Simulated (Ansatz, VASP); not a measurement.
# Al: VASP beside Ansatz

File POSCAR:

```
Al
1.0
    3.7157348468      0.0000000000      0.0000000000
   -1.8578674235      3.2179207711      0.0000000000
    0.0000000000      0.0000000000      4.2156255675
Al
3
Direct
    0.2254000000      0.0000000000      0.3333333333
    0.0000000000      0.2254000000      0.6666666667
    0.7746000000      0.7746000000      0.0000000000
```

Contents of INCAR.step1:

```
PREC = Accurate ; ENCUT = 600
ISMEAR = 0 ; SIGMA = 0.1
LREAL = False ; LASPH = True
NELM = 60 ; GGA = PE
ALGO = Normal ; EDIFF = 1E-4
LWAVE = True ; LCHARG = False
```

INCAR.step2

```
PREC = Accurate ; ENCUT = 600
EDIFF = 1E-6 ; ISMEAR = 0
SIGMA = 0.1 ; LREAL = False
LASPH = True ; NELM = 60
ALGO = Normal ; ISIF = 3
LWAVE = False ; LCHARG = False
METAGGA = R2SCAN ; LMIXTAU = True
IBRION = 2 ; NSW = 90
EDIFFG = -0.04 ; ISTART = 1
```

The input KPOINTS:

```
regular mesh
0
Gamma
  6 6 4
```

Input for Ansatz:

```yaml
crystal:
  lattice:
    - [3.7157348468, 0.0, 0.0]
    - [-1.8578674235, 3.2179207711, 0.0]
    - [0.0, 0.0, 4.2156255675]
  atoms:
    - { symbol: Al, position: [0.2254, 0.0, 0.3333333333] }
    - { symbol: Al, position: [0.0, 0.2254, 0.6666666667] }
    - { symbol: Al, position: [0.7746, 0.7746, 0.0] }
basis:
  ecutwfc: 500
kpoints:
  mp_grid: { grid: [6, 6, 4] }
hamiltonian:
  xc: r2scan
scf:
  occupations: { method: gaussian, width: 0.1 }
  lower_state_search: "off"
output:
  forces: true
  stress: true
  eigenvalues: true
relax:
  adjacent_minimum: "off"
  f_tol: 0.04
  max_steps: 70
  cell: { stress_tol: 0.4 }
```

Alike in both runs: task relaxation of cell and atoms; functional r2SCAN; k mesh 6 × 6 × 4; occupations gaussian, width 0.1 eV; no spin polarisation.

```csv
,VASP,Ansatz
version,VASP 6.6.1,Ansatz 0.2.0
potentials or method,"VASP PAW PBE potentials, release 64 (Al), cutoff 600 eV","scalar-relativistic, plane waves, PAW"
valence electrons in the cell,9,9
```

```csv
,VASP,Ansatz,Ansatz less VASP
"gap on the k mesh at the Fermi level, each at its own relaxed structure (eV)",none,none,-
relaxed volume (Å³/atom),19.65,16.47,-3.186
relaxed cell length with the largest relative difference (Å),3.880,2.996,-0.8839
```

VASP's potentials were made for PBE, not for r2SCAN. A gap of «none» marks a metal or a gap that the smearing closes. One of these differences is far larger than is usual between the two programs; its cause wasn't traced.

The k mesh is coarse, so the values compare programs but aren't converged. Noted on VASP's run: the volume moved by over 15 % at a fixed basis, so the end points are rough.
